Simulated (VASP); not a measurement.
# TiO2 (I4_1/amd) in VASP: settings compared

The runs below take TiO2 through single point, with PBEsol, PBE+U, PBE.

Program: VASP 6.6.1. These are calculated values, not measurements. Logs are shortened: lines on timing, memory, paths and dates and some standing lists are left out, and cuts for length are marked.

### 1 The cell of the first run

Symmetry: I4_1/amd, No. 141, tetragonal system. Conventional cell: a = 3.784 Å, b = 3.784 Å, c = 9.515 Å, α = 90.00°, β = 90.00°, γ = 90.00°. Within 2.6 Å of Ti (site symmetry -4m2) lie 6 O at 1.93 to 1.98 Å. O (site symmetry 2mm) has 3 Ti at 1.93 to 1.98 Å and 2 O at 2.47 Å within 2.6 Å.

### 2 Single point, PBEsol

The input, INCAR:

```
ALGO = Normal ; EDIFF = 1E-6
ENCUT = 520 ; GGA = PS
ISIF = 2 ; ISMEAR = -1
LASPH = True ; LCHARG = False
LREAL = False ; LWAVE = False
NBANDS = 33 ; NELM = 60
PREC = Accurate ; SIGMA = 0.05
```

The input, KPOINTS:

```
k-points
0
Gamma
  10 10 10
```

The input, POSCAR:

```
TiO2
1.0
   -1.8921000000      1.8921000000      4.7573000000
    1.8921000000     -1.8921000000      4.7573000000
    1.8921000000      1.8921000000     -4.7573000000
Ti O
2 4
Direct
    0.7500000000      0.2500000000      0.5000000000
    0.0000000000      0.0000000000      0.0000000000
    0.7919000000      0.7919000000      0.0000000000
    0.5419000000      0.0419000000      0.5000000000
    0.9581000000      0.4581000000      0.5000000000
    0.2081000000      0.2081000000      0.0000000000
```

Potentials or basis: VASP PAW PBE potentials, release 64 (Ti_sv, O).

Launch:

```bash
$ cat potpaw_PBE.64/Ti_sv/POTCAR potpaw_PBE.64/O/POTCAR > POTCAR
$ mpirun -np 1 vasp_std > vasp.out
```

OUTCAR:

```text
EDIFF = 1E-6
   ENCUT = 520
   GGA = PS
   ISIF = 2
   ISMEAR = -1
   LASPH = True
   LREAL = False
   NELM = 60
   PREC = Accurate

 ion  position               nearest neighbor table
   1  0.750  0.250  0.500-   3 1.93   6 1.93   3 1.93   6 1.93   5 1.98   4 1.98
   2  0.000  0.000  0.000-   4 1.93   5 1.93   4 1.93   5 1.93   3 1.98   6 1.98
   3  0.792  0.792  0.000-   1 1.93   1 1.93   2 1.98
   4  0.542  0.042  0.500-   2 1.93   2 1.93   1 1.98
   5  0.958  0.458  0.500-   2 1.93   2 1.93   1 1.98
   6  0.208  0.208  0.000-   1 1.93   1 1.93   2 1.98

  LATTYP: Found a body centered tetragonal cell.
 ALAT       =     3.7842000000
 C/A-ratio  =     2.5142962846

  Lattice vectors:

 A1 = (  -1.8921000000,   1.8921000000,   4.7573000000)
 A2 = (   1.8921000000,  -1.8921000000,   4.7573000000)
 A3 = (   1.8921000000,   1.8921000000,  -4.7573000000)

Analysis of symmetry for initial positions (statically):
=====================================================================
 Subroutine PRICEL returns:
 Original cell was already a primitive cell.

 Routine SETGRP: Setting up the symmetry group for a
 body centered tetragonal supercell.

 Subroutine GETGRP returns: Found 16 space group operations
 (whereof  8 operations were pure point group operations)
 out of a pool of 16 trial point group operations.

The static configuration has the point symmetry D_2d.
 The point group associated with its full space group is D_4h.

Analysis of symmetry for dynamics (positions and initial velocities):
=====================================================================
 Subroutine PRICEL returns:
 Original cell was already a primitive cell.

 Routine SETGRP: Setting up the symmetry group for a
 body centered tetragonal supercell.

 Subroutine GETGRP returns: Found 16 space group operations
 (whereof  8 operations were pure point group operations)
 out of a pool of 16 trial point group operations.

The dynamic configuration has the point symmetry D_2d.
 The point group associated with its full space group is D_4h.

 Subroutine INISYM returns: Found 16 space group operations
 (whereof  8 operations are pure point group operations),
 and found     1 'primitive' translations

----------------------------------------------------------------------------------------

                                     Primitive cell

  volume of cell :      68.1253

  direct lattice vectors                    reciprocal lattice vectors
    -1.892100000  1.892100000  4.757300000     0.000000000  0.264256646  0.105101633
     1.892100000 -1.892100000  4.757300000     0.264256646  0.000000000  0.105101633
[... 100 lines left out ...]
   ISYM   =      2    0-nonsym 1-usesym 2-fastsym
   POTIM  = 0.5000    time-step for ionic-motion
   TEBEG  =    0.0;   TEEND  =   0.0 temperature during run
   PSTRESS=    0.0 pullay stress
   NELECT =      48.0000    total number of electrons
   NUPDOWN=      -1.0000    fix difference up-down
   EMIN   =  10.00;   EMAX   =-10.00  energy-range for DOS
   EFERMI =   0.00;   METHOD = LEGACY
   ISMEAR =    -1;   SIGMA  =   0.05  broadening in eV -4-tet -1-fermi 0-gaus
   EFERMI_NEDOS =   21; number of points for ismear=-14 and -15
   IALGO  =     38    algorithm
   IMIX   =      4    mixing-type and parameters
     AMIX     =   0.40;   BMIX     =  1.00
     AMIX_MAG =   1.60;   BMIX_MAG =  1.00
  volume/ion in A,a.u.               =      11.35        76.62
  Fermi-wavevector in a.u.,A,eV,Ry     =   1.456752  2.752862 28.873289  2.122127
  Thomas-Fermi vector in A             =   2.573634
   LORBIT       =      0    0 simple, 1 ext, 2 COOP (PROOUT), +10 PAW based schemes
   GGA     = PS    functional components
   LHFCALC =     F    Hartree Fock is set to
   AEXX    =    0.0000 exact exchange contribution
   IVDW    =     0    specifies the selected vdW correction
   LEPSILON=     F    determine dielectric tensor
   LRPA    =     F    only Hartree local field effects (RPA)
 non-spin polarized calculation
  energy-cutoff  :      520.00
  volume of cell :       68.13
 maximum number of plane-waves:      1850
 NGX is ok and might be reduce to    42
   NGX = 21   NGY = 21   NGZ = 21

 number of electron      47.9999989 magnetization

 Free energy of the ion-electron system (eV)
  ---------------------------------------------------
  ext. energy  EPLUGINS =         0.00000000
  ---------------------------------------------------
  free energy    TOTEN  =       -56.21727360 eV

  energy without entropy =      -56.21727360  energy(sigma->0) =      -56.21727360

 E-fermi :   4.4247     XC(G=0): -11.0183

 val. band max:        3.2728213155   @ k =  -0.4000   0.4000   0.0000
 cond. band min:       5.3370924141   @ k =   0.0000   0.0000   0.0000
 fundamental gap:      2.0642710986
 Fermi energy:         4.4247214580

 k-point     1 :       0.0000    0.0000    0.0000
  band No.  band energies     occupation
      1     -52.8516      2.00000
      2     -52.7889      2.00000
      3     -29.4397      2.00000
      4     -29.1923      2.00000
      5     -29.1923      2.00000
      6     -29.1181      2.00000
[... 853 lines left out ...]
     32       9.8340      0.00000
     33      10.6888      0.00000

 [... further k-points ...]

------------------------ aborting loop because EDIFF is reached ----------------------------------------

  FORCE on cell =-STRESS in cart. coord.  units (eV):
  Direction    XX          YY          ZZ          XY          YZ          ZX
  --------------------------------------------------------------------------------------
  -------------------------------------------------------------------------------------
  Total       -0.2892622     -0.2892622      0.1332981      0.0000000     -0.0000000      0.0000000
  in kB       -6.8028921     -6.8028921      3.1349147      0.0000000     -0.0000000      0.0000000
  external PRESSURE =      -3.4902898 kB  Pullay stress =       0.0000000 kB

 VOLUME and BASIS-vectors are now :
 -----------------------------------------------------------------------------
  energy-cutoff  :      520.00
  volume of cell :       68.13
      direct lattice vectors                 reciprocal lattice vectors
    -1.892100000  1.892100000  4.757300000     0.000000000  0.264256646  0.105101633
     1.892100000 -1.892100000  4.757300000     0.264256646  0.000000000  0.105101633
     1.892100000  1.892100000 -4.757300000     0.264256646  0.264256646  0.000000000

 POSITION                                       TOTAL-FORCE (eV/Angst)
 -----------------------------------------------------------------------------------
      0.00000      1.89210      2.37865         0.000000      0.000000      0.000000
      0.00000      0.00000      0.00000         0.000000      0.000000      0.000000
      0.00000      0.00000      7.53461        -0.000000     -0.000000     -0.012163
      0.00000      1.89210      0.39866        -0.000000     -0.000000     -0.012163
      0.00000      1.89210      4.35864         0.000000      0.000000      0.012163
      0.00000      0.00000      1.97999         0.000000      0.000000      0.012163
 -----------------------------------------------------------------------------------
    total drift:                                0.000000      0.000000      0.000000

  FREE ENERGIE OF THE ION-ELECTRON SYSTEM (eV)
  ---------------------------------------------------
  free  energy   TOTEN  =       -56.2172736000 eV

  energy  without entropy=      -56.2172735999  energy(sigma->0) =      -56.21727360
```

Wall time 7.2 min (1 thread of Intel Xeon Platinum 8259CL at 2.50GHz (Skylake/Cascade Lake), shared host); peak memory 0.37 GiB.

Results:

| Property | Result |
| --- | --- |
| Free energy | -56.2173 eV |
| Pressure | -0.3 GPa |
| Largest force | 0.012 eV/Å |
| Band gap on the k mesh | 2.06 eV (least direct gap 2.40 eV) |

Forces on the atoms (eV/Å):
```
Ti   0.000  0.000  0.000
Ti   0.000  0.000  0.000
O    0.000  0.000 -0.012
O    0.000  0.000 -0.012
O    0.000  0.000  0.012
O    0.000  0.000  0.012
```

Levels at points of the mesh, in eV from the valence-band top:
```csv
k point,band 21,band 22,band 23,band 24,band 25,band 26,band 27,band 28
"(0.00, 0.00, 0.00)",-0.76,-0.76,-0.47,-0.47,2.06,2.83,3.98,3.98
"(0.50, 0.00, 0.00)",-1.99,-0.96,-0.83,-0.63,3.21,3.53,3.55,3.66
"(0.50, 0.50, 0.00)",-2.09,-2.09,-0.03,-0.03,3.33,3.33,3.82,3.82
"(0.50, 0.50, 0.50)",-1.26,-1.26,-0.11,-0.11,2.43,2.43,3.76,3.76
```

Caveat: the PAW data sets were made with another functional, which shifts forces and pressure a little.

### 3 Single point, PBE+U

This run uses another cell than the first one, of 11.82 Å³/atom.

The input, INCAR:

```
PREC = Accurate
ENCUT = 520
EDIFF = 1E-6
ISMEAR = -1
SIGMA = 0.05
LREAL = F
LASPH = T
NELM = 150
ALGO = Normal
ISIF = 2
LWAVE = F
LCHARG = F
LMAXMIX = 4
LDAU = T
LDAUTYPE = 2
LDAUL = 2 -1
LDAUU = 3 0
LDAUJ = 0 0
LDAUPRINT = 1
GGA = PE
NBANDS = 33
```

The input, KPOINTS:

```
regular mesh
0
Gamma
  10 10 10
```

The input, POSCAR:

```
TiO2
1.0
   -1.9062405460      1.9062405460      4.8792096831
    1.9062405460     -1.9062405460      4.8792096831
    1.9062405460      1.9062405460     -4.8792096831
Ti O
2 4
Direct
    0.7500000000      0.2500000000      0.5000000000
    0.0000000000      0.0000000000      0.0000000000
    0.7944487600      0.7944487600      0.0000000000
    0.5444487600      0.0444487600      0.5000000000
    0.9555512400      0.4555512400      0.5000000000
    0.2055512400      0.2055512400      0.0000000000
```

Potentials or basis: VASP PAW PBE potentials, release 64 (Ti_sv, O).

Launch:

```bash
$ cat potpaw_PBE.64/Ti_sv/POTCAR potpaw_PBE.64/O/POTCAR > POTCAR
$ mpirun -np 1 vasp_std > vasp.out
```

It took 6.8 min on 1 thread of AMD EPYC 7R13 (Zen 3), shared host; peak memory 0.35 GiB.

Results (log left out):

```
Free energy            : -49.7949 eV
Pressure               : 3.4 GPa
Largest force          : 0.117 eV/Å
Band gap on the k mesh : 2.52 eV (least direct gap 2.81 eV)
```

Forces in eV/Å, atoms in the order of the input:
```
Ti   0.000  0.000  0.000
Ti   0.000  0.000  0.000
O    0.000  0.000 -0.117
O    0.000  0.000 -0.117
O    0.000  0.000  0.117
O    0.000  0.000  0.117
```

Stress tensor (GPa, compression positive):
```
3.64 0.00 0.00
0.00 3.64 0.00
0.00 0.00 2.89
```

Levels at points of the mesh, in eV from the valence-band top:
```csv
k point,band 21,band 22,band 23,band 24,band 25,band 26,band 27,band 28
"(0.00, 0.00, 0.00)",-0.77,-0.77,-0.39,-0.39,2.52,3.19,4.28,4.28
"(0.50, 0.00, 0.00)",-1.77,-0.87,-0.84,-0.66,3.55,3.75,3.85,3.86
"(0.50, 0.50, 0.00)",-1.92,-1.92,-0.05,-0.05,3.56,3.56,3.99,3.99
"(0.50, 0.50, 0.50)",-1.23,-1.23,-0.09,-0.09,2.84,2.84,4.07,4.07
```

Eigenvalues of the final occupation matrices:
```csv
site,spin,trace,eigenvalues
site 1 d,1,0.81,0.10 0.10 0.11 0.25 0.25
site 1 d,2,0.81,0.10 0.10 0.11 0.25 0.25
site 2 d,1,0.81,0.10 0.10 0.11 0.25 0.25
site 2 d,2,0.81,0.10 0.10 0.11 0.25 0.25
```

Caveat: the cell stands under pressure. A k mesh can miss the band edges.

### 4 Single point, PBE

This run uses another cell than the first one, of 11.64 Å³/atom.

The input, INCAR:

```
SYSTEM = TiO2
ALGO     = Normal         ! electronic algorithm
EDIFF    = 1E-7           ! SCF threshold, eV
ENCUT    = 520            ! plane-wave cutoff, eV
GGA      = PE             ! functional
ISIF     = 2              ! what is computed and relaxed
ISMEAR   = -1             ! smearing method
LASPH    = .TRUE.         ! aspherical terms in the spheres
LCHARG   = .FALSE.        ! write CHGCAR
LREAL    = .FALSE.        ! projectors in reciprocal space
LWAVE    = .FALSE.        ! write WAVECAR
NBANDS   = 33             ! bands
NELM     = 80             ! most SCF steps
PREC     = Accurate       ! precision mode
SIGMA    = 0.05           ! smearing width, eV
```

The input, KPOINTS:

```
k-points
0
G
  10 10 10
  0 0 0
```

The input, POSCAR:

```
TiO2
1.0
   -1.8979854084      1.8979854084      4.8463722084
    1.8979854084     -1.8979854084      4.8463722084
    1.8979854084      1.8979854084     -4.8463722084
Ti O
2 4
Direct
    0.7500000000      0.2500000000      0.5000000000
    0.0000000000      0.0000000000      0.0000000000
    0.7935343748      0.7935343748      0.0000000000
    0.5435343748      0.0435343748      0.5000000000
    0.9564656252      0.4564656252      0.5000000000
    0.2064656252      0.2064656252      0.0000000000
```

Launch:

```bash
$ cat potpaw_PBE.64/Ti_sv/POTCAR potpaw_PBE.64/O/POTCAR > POTCAR
$ mpirun -np 1 vasp_std > vasp.out
```

Run time: 12 min. Hardware: 1 thread of Intel Xeon 8259CL, shared host; peak memory 0.38 GiB.

The run converged. Its results:

- Free energy: -53.8636 eV
- Pressure: 1.1 GPa
- Largest force: 0.030 eV/Å
- Band gap on the k mesh: 2.12 eV (least direct gap 2.42 eV)

Forces in eV/Å, atoms in the order of the input:
```
Ti   0.000  0.000  0.000
Ti   0.000  0.000  0.000
O    0.000  0.000 -0.030
O    0.000  0.000 -0.030
O    0.000  0.000  0.030
O    0.000  0.000  0.030
```

Levels at points of the mesh, in eV from the valence-band top:
| k point | band 21 | band 22 | band 23 | band 24 | band 25 | band 26 | band 27 | band 28 |
| --- | --- | --- | --- | --- | --- | --- | --- | --- |
| (0.00, 0.00, 0.00) | -0.79 | -0.78 | -0.41 | -0.41 | 2.12 | 2.79 | 3.98 | 3.98 |
| (0.50, 0.00, 0.00) | -1.88 | -0.88 | -0.84 | -0.63 | 3.20 | 3.47 | 3.53 | 3.54 |
| (0.50, 0.50, 0.00) | -1.98 | -1.98 | -0.04 | -0.04 | 3.22 | 3.22 | 3.70 | 3.70 |
| (0.50, 0.50, 0.50) | -1.23 | -1.23 | -0.09 | -0.09 | 2.44 | 2.44 | 3.71 | 3.71 |

### 5 Single point, PBE

This run uses another cell than the first one, of 11.65 Å³/atom.

The input, INCAR:

```
  ALGO = Normal
  EDIFF = 1E-7
  ENCUT = 520
  GGA = PE
  ISIF = 2
  ISMEAR = -1
  LASPH = T
  LCHARG = T
  LELF = T
  LREAL = F
  LVHAR = T
  LWAVE = F
  NBANDS = 33
  NELM = 100
  PREC = Accurate
  SIGMA = 0.05
```

The input, KPOINTS:

```
k-points
0
Gamma
  10 10 10
```

The input, POSCAR:

```
TiO2
1.0
   -1.8985168812      1.8985168812      4.8479407294
    1.8985168812     -1.8985168812      4.8479407294
    1.8985168812      1.8985168812     -4.8479407294
Ti O
2 4
Direct
    0.7500000000      0.2500000000      0.5000000000
    0.0000000000      0.0000000000      0.0000000000
    0.7935333448      0.7935333448      0.0000000000
    0.5435333448      0.0435333448      0.5000000000
    0.9564666552      0.4564666552      0.5000000000
    0.2064666552      0.2064666552      0.0000000000
```

Launch:

```bash
$ cat potpaw_PBE.64/Ti_sv/POTCAR potpaw_PBE.64/O/POTCAR > POTCAR
$ mpirun -np 1 vasp_std > vasp.out
```

Wall time 12 min (1 thread of Intel Xeon 8259CL, shared host); peak memory 0.38 GiB.

It converged, with:

```
Free energy            : -53.8641 eV
Pressure               : 1.0 GPa
Largest force          : 0.024 eV/Å
Band gap on the k mesh : 2.12 eV (least direct gap 2.41 eV)
```

Forces on the atoms (eV/Å):
```
Ti   0.000  0.000  0.000
Ti   0.000  0.000  0.000
O    0.000  0.000 -0.024
O    0.000  0.000 -0.024
O    0.000  0.000  0.024
O    0.000  0.000  0.024
```

Levels at points of the mesh, in eV from the valence-band top:
```
           k point  band 22  band 23  band 24  band 25  band 26  band 27
(0.00, 0.00, 0.00)    -0.78    -0.41    -0.41     2.12     2.78     3.98
(0.50, 0.00, 0.00)    -0.88    -0.84    -0.63     3.19     3.47     3.52
(0.50, 0.50, 0.00)    -1.97    -0.04    -0.04     3.22     3.22     3.69
(0.50, 0.50, 0.50)    -1.23    -0.09    -0.09     2.44     2.44     3.70
```

A k mesh can miss the band edges.

### 6 Single point, PBE

This run uses another cell than the first one, of 11.66 Å³/atom.

The input, INCAR:

```
PREC = Accurate
ENCUT = 520
EDIFF = 1E-7
ISMEAR = -1
SIGMA = 0.05
LREAL = F
LASPH = T
NELM = 100
ALGO = Normal
ISIF = 2
LWAVE = F
LCHARG = F
GGA = PE
NBANDS = 33
```

The input, KPOINTS:

```
Automatic mesh
0
Gamma
  10 10 10
```

The input, POSCAR:

```
TiO2
1.0
   -1.8996067930      1.8996067930      4.8485113884
    1.8996067930     -1.8996067930      4.8485113884
    1.8996067930      1.8996067930     -4.8485113884
Ti O
2 4
Direct
    0.7500000000      0.2500000000      0.5000000000
    0.0000000000      0.0000000000      0.0000000000
    0.7935048806      0.7935048806      0.0000000000
    0.5435048806      0.0435048806      0.5000000000
    0.9564951194      0.4564951194      0.5000000000
    0.2064951194      0.2064951194      0.0000000000
```

Potentials or basis: VASP PAW PBE potentials, release 64 (Ti_sv, O).

Launch:

```bash
$ cat potpaw_PBE.64/Ti_sv/POTCAR potpaw_PBE.64/O/POTCAR > POTCAR
$ mpirun -np 1 vasp_std > vasp.out
```

Wall time 13 min (1 thread of Intel Xeon 8259CL, shared host); peak memory 0.38 GiB.

The run converged. Its results:

```
Free energy            : -53.8647 eV
Pressure               : 0.7 GPa
Largest force          : 0.019 eV/Å
Band gap on the k mesh : 2.11 eV (least direct gap 2.41 eV)
```

Forces in eV/Å, atoms in the order of the input:
```
Ti   0.000  0.000  0.000
Ti   0.000  0.000  0.000
O    0.000  0.000 -0.019
O    0.000  0.000 -0.019
O    0.000  0.000  0.019
O    0.000  0.000  0.019
```

Stress tensor (GPa, compression positive):
```
0.66 0.00 0.00
0.00 0.66 0.00
0.00 0.00 0.76
```

Levels at points of the mesh, in eV from the valence-band top:
| k point | band 20 | band 21 | band 22 | band 23 | band 24 | band 25 | band 26 | band 27 | band 28 | band 29 |
| --- | --- | --- | --- | --- | --- | --- | --- | --- | --- | --- |
| (0.00, 0.00, 0.00) | -0.79 | -0.79 | -0.78 | -0.41 | -0.41 | 2.11 | 2.78 | 3.97 | 3.97 | 3.97 |
| (0.50, 0.00, 0.00) | -1.89 | -1.88 | -0.87 | -0.84 | -0.63 | 3.19 | 3.46 | 3.51 | 3.53 | 4.20 |
| (0.50, 0.50, 0.00) | -2.56 | -1.97 | -1.97 | -0.04 | -0.04 | 3.22 | 3.22 | 3.69 | 3.69 | 4.77 |
| (0.50, 0.50, 0.50) | -1.32 | -1.23 | -1.23 | -0.09 | -0.09 | 2.44 | 2.44 | 3.70 | 3.70 | 4.26 |

### 7 The runs side by side

```csv
level,U,cell,gap on the mesh (eV),pressure (GPa),largest force (eV/Å)
PBEsol,-,"a = 5.458 Å, angles 139.4, 139.4, 58.7°, 6 atoms, atomic positions A",2.06,-0.3,0.01
PBE+U,Ti d U = 3.0 eV,"a = 5.574 Å, angles 140.0, 140.0, 57.8°, 6 atoms, atomic positions B",2.52,3.4,0.12
PBE,-,"a = 5.540 Å, angles 139.9, 139.9, 58.0°, 6 atoms, atomic positions B",2.12,1.1,0.03
PBE,-,"a = 5.542 Å, angles 139.9, 139.9, 58.0°, 6 atoms, atomic positions B",2.12,1.0,0.02
PBE,-,"a = 5.543 Å, angles 139.9, 139.9, 58.0°, 6 atoms, atomic positions B",2.11,0.7,0.02
```

Alike in all rows: task single point; potentials or basis VASP PAW PBE potentials, release 64 (Ti_sv, O); no spin polarisation; k mesh 10 × 10 × 10; cutoff (eV) 520; smearing fermi-dirac 0.05 eV.

Caveats: the PAW data sets were made with another functional, which shifts forces and pressure a little (at least some runs); the cell stands under pressure (at least some runs).

Absolute energies hang on the potentials; compare differences alone.
